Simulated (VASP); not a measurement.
Write the native input for VASP 6.6.1 that does the following.

```yaml
Task: single point
Functional: PBE
Potentials_or_basis: VASP PAW PBE potentials, release 64 (C, H)
Cutoff: 520 eV
k_mesh: 6 × 3 × 1
Occupations: gaussian, width 0.1 eV
Spin: no spin polarisation
Dipole_correction: yes
Further_INCAR_settings: ALGO = Normal; EDIFF = 1e-06; NBANDS = 38
```

The structure of HC6 lies in POSCAR:

```
HC6
1.0
    4.9326910638      0.0000000000      0.0000000000
    0.0000000000      8.5222964205      0.0000000000
    0.0000000000      0.0000000000     22.9416055954
C H
12 2
Direct
    0.0000000000      0.0000000000      0.1743557130
    0.5000000000      0.0000000000      0.1743557130
    0.2500000000      0.0000000000      0.2053898368
    0.7500000000      0.0000000000      0.2053898368
    0.2500000000      0.0000000000      0.2674580844
    0.7500000000      0.0000000000      0.2674580844
    0.0000000000      0.0000000000      0.2977124344
    0.5000000000      0.0000000000      0.2977124344
    0.0000000000      0.0000000000      0.3626190265
    0.5000000000      0.0000000000      0.3626190265
    0.2500000000      0.0000000000      0.3897550046
    0.7500000000      0.0000000000      0.3897550046
    0.0625769508      0.0000000000      0.4512153935
    0.4374230492      0.0000000000      0.4512153935
```

These files were run (other wordings do the same):

INCAR

```
PREC     = Accurate       # precision mode
ENCUT    = 520            # plane-wave cutoff, eV
EDIFF    = 1E-6           # SCF threshold, eV
ISMEAR   = 0              # smearing method
SIGMA    = 0.1            # smearing width, eV
LREAL    = False          # projectors in reciprocal space
LASPH    = True           # aspherical terms in the spheres
NELM     = 60             # most SCF steps
ALGO     = Normal         # electronic algorithm
ISIF     = 2              # what is computed and relaxed
LWAVE    = False          # write WAVECAR
LCHARG   = False          # write CHGCAR
LDIPOL   = True         
IDIPOL   = 3            
DIPOL    = 0.5 0.5 0.307
GGA      = PE             # functional
NBANDS   = 38             # bands
```

KPOINTS

```
Automatic mesh
0
Gamma
  6 3 1
```

Potentials or basis: VASP PAW PBE potentials, release 64 (C, H).

Launch:

```bash
$ cat potpaw_PBE.64/C/POTCAR potpaw_PBE.64/H/POTCAR > POTCAR
$ mpirun -np 1 vasp_std > vasp.out
```

Results of the run:

```yaml
Largest_force: 3.317 eV/Å
Band_gap_on_the_k_mesh: zero (bands 25 and 26 overlap by 0.11 eV)
```

Run time: 9.9 min on 1 thread of AMD EPYC 9R45 96-Core Processor (Zen 5), with other jobs on the host, peak memory 0.97 GiB.
